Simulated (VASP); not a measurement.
Input of a VASP 6.6.1 run:

POSCAR

```
CdS
1.0
    0.0000000000      2.7714779354      2.7714779354
    2.7714779354      0.0000000000      2.7714779354
    2.7714779354      2.7714779354      0.0000000000
Cd S
1 1
Direct
    0.0000000000      0.0000000000      0.0000000000
    0.5000000000      0.5000000000      0.5000000000
```

File INCAR.step1:

```
ALGO = Normal
EDIFF = 1E-7
EDIFFG = -0.002
EFERMI = MIDGAP
ENCUT = 720
GGA = RE
GGA_COMPAT = False
IBRION = 2
ISIF = 3
ISMEAR = 0
LASPH = True
LCHARG = False
LREAL = False
LWAVE = False
NELM = 120
NELMIN = 4
NSW = 80
POTIM = 0.5
PREC = Accurate
SIGMA = 0.03
```

File INCAR.step4:

```
ALGO = Normal
EDIFF = 1E-7
EFERMI = MIDGAP
ENCUT = 720
GGA = RE
GGA_COMPAT = False
ISIF = 2
ISMEAR = 0
LASPH = True
LCHARG = False
LREAL = False
LWAVE = False
NELM = 120
PREC = Accurate
SIGMA = 0.03
```

The input KPOINTS:

```
Automatic mesh
0
Gamma
  9 9 9
  0 0 0
```

Potentials or basis: VASP PAW PBE potentials, release 64 (Cd, S).

Run with:

```sh
$ cat potpaw_PBE.64/Cd/POTCAR potpaw_PBE.64/S/POTCAR > POTCAR
$ cp INCAR.step1 INCAR
$ cp POSCAR.step1 POSCAR
$ mpirun -np 1 vasp_std > vasp.out
$ cp CONTCAR POSCAR
$ mpirun -np 1 vasp_std > vasp.out
$ cp CONTCAR POSCAR
$ mpirun -np 1 vasp_std > vasp.out
$ cp CONTCAR POSCAR
$ cp INCAR.step4 INCAR
$ mpirun -np 1 vasp_std > vasp.out
```

Question: Estimate the band gap on the k mesh.

Answer: 0.50 eV (least direct gap 1.47 eV).

Question: What does it give for the space group after relaxing (to 0.1 Å)?

Answer: Fm-3m (No. 225).

Question: Predict the relaxed cell.

Answer: a = 3.927 Å, b = 3.927 Å, c = 3.927 Å, α = 60.00°, β = 60.00°, γ = 60.00°.

Question: Estimate the relaxed volume.

Answer: 21.41 Å³/atom.

Step by step:
| step | energy change (eV) | largest force (eV/Å) | pressure (GPa) | volume (Å³) |
| --- | --- | --- | --- | --- |
| 1 | 0.0000 | 0.0000 | 0.39 | 42.58 |
| 2 | -0.0003 | 0.0000 | -0.11 | 42.90 |
| 3 | -0.0003 | 0.0000 | 0.00 | 42.82 |
| 4 | -0.0003 | 0.0000 | 0.01 | 42.82 |
| 5 | -0.0003 | 0.0000 | 0.01 | 42.82 |

Caveat: the PAW data sets were made with another functional, which shifts forces and pressure a little; an odd mesh through Γ misses points on the zone boundary, where band edges can lie.
